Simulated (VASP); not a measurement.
Wanted: the native input for a VASP 6.6.1 run.

| Item | Value |
| --- | --- |
| Task | G0W0 quasiparticle levels |
| Functional | PBE |
| Potentials or basis | VASP PAW PBE potentials, release 64 (Si_GW, C_GW) |
| Cutoff | 500 eV |
| k mesh | 2 × 2 × 2 |
| Occupations | gaussian, width 0.01 eV |
| Spin | no spin polarisation |
| Dipole correction | no |
| GW scheme | G0W0 |
| GW iterations | 1 |
| Cutoff of the response function | 143.3 |
| Frequency points | 48 |
| Empty bands | 144 |
| Further INCAR settings | ALGO = EVGW0; EDIFF = 1e-08; NBANDS = 148 |

Crystal: SiC.

```
Si C
1.0
     0.00000    2.17900    2.17900
     2.17900    0.00000    2.17900
     2.17900    2.17900    0.00000
Si C
1 1
Direct
  0.00000 0.00000 0.00000
  0.25000 0.25000 0.25000
```

These files were run (other wordings do the same):

POSCAR

```
SiC
1.0
    0.0000000000      2.1790000000      2.1790000000
    2.1790000000      0.0000000000      2.1790000000
    2.1790000000      2.1790000000      0.0000000000
Si C
1 1
Direct
    0.0000000000      0.0000000000      0.0000000000
    0.2500000000      0.2500000000      0.2500000000
```

INCAR.step1

```
PREC     = Accurate       # precision mode
ENCUT    = 500            # plane-wave cutoff, eV
EDIFF    = 1E-8           # SCF threshold, eV
ISMEAR   = 0              # smearing method
SIGMA    = 0.01           # smearing width, eV
LREAL    = F              # projectors in reciprocal space
LASPH    = T              # aspherical terms in the spheres
NELM     = 80             # most SCF steps
ALGO     = Normal         # electronic algorithm
LWAVE    = T              # write WAVECAR
LCHARG   = F              # write CHGCAR
GGA      = PE             # functional
```

INCAR.step2

```
PREC     = Accurate       # precision mode
ENCUT    = 500            # plane-wave cutoff, eV
EDIFF    = 1E-8           # SCF threshold, eV
ISMEAR   = 0              # smearing method
SIGMA    = 0.01           # smearing width, eV
LREAL    = F              # projectors in reciprocal space
LASPH    = T              # aspherical terms in the spheres
NELM     = 1              # most SCF steps
ALGO     = Exact          # electronic algorithm
LWAVE    = T              # write WAVECAR
LCHARG   = F              # write CHGCAR
GGA      = PE             # functional
NBANDS   = 148            # bands
LOPTICS  = T              # frequency-dependent dielectric function
ISTART   = 1
```

INCAR.step3

```
PREC     = Accurate       # precision mode
ENCUT    = 500            # plane-wave cutoff, eV
EDIFF    = 1E-8           # SCF threshold, eV
ISMEAR   = 0              # smearing method
SIGMA    = 0.01           # smearing width, eV
LREAL    = F              # projectors in reciprocal space
LASPH    = T              # aspherical terms in the spheres
ALGO     = EVGW0          # electronic algorithm
LWAVE    = F              # write WAVECAR
LCHARG   = F              # write CHGCAR
GGA      = PE             # functional
NELMGW   = 1            
NBANDS   = 148            # bands
ENCUTGW  = 143.3          # cutoff of the response function
NOMEGA   = 48             # frequency points
PRECFOCK = Fast         
ISTART   = 1            
NBANDSGW = 12
```

KPOINTS

```
Automatic mesh
0
Gamma
  2 2 2
```

Potentials or basis: VASP PAW PBE potentials, release 64 (Si_GW, C_GW).

Launch:

```sh
$ cat potpaw_PBE.64/Si_GW/POTCAR potpaw_PBE.64/C_GW/POTCAR > POTCAR
$ cp INCAR.step1 INCAR
$ mpirun -np 1 vasp_std > vasp.out
$ cp INCAR.step2 INCAR
$ mpirun -np 1 vasp_std > vasp.out
$ cp INCAR.step3 INCAR
$ mpirun -np 1 vasp_std > vasp.out
```

It gave:

```json
{
 "Band gap on the k mesh, mean-field level": "0.94 eV, indirect (least direct gap 4.30 eV)",
 "Quasiparticle gap": "1.47 eV",
 "Least direct quasiparticle gap": "5.04 eV"
}
```

Caveat: the k points lie up to 1.25 Å⁻¹ apart; bands, screening cutoff and mesh are small and nothing is extrapolated, so the quasiparticle values aren't converged.

It took 12 s on 1 thread of Intel(R) Xeon(R) Platinum 8488C (Sapphire Rapids), with other jobs on the host, peak memory 0.16 GiB.
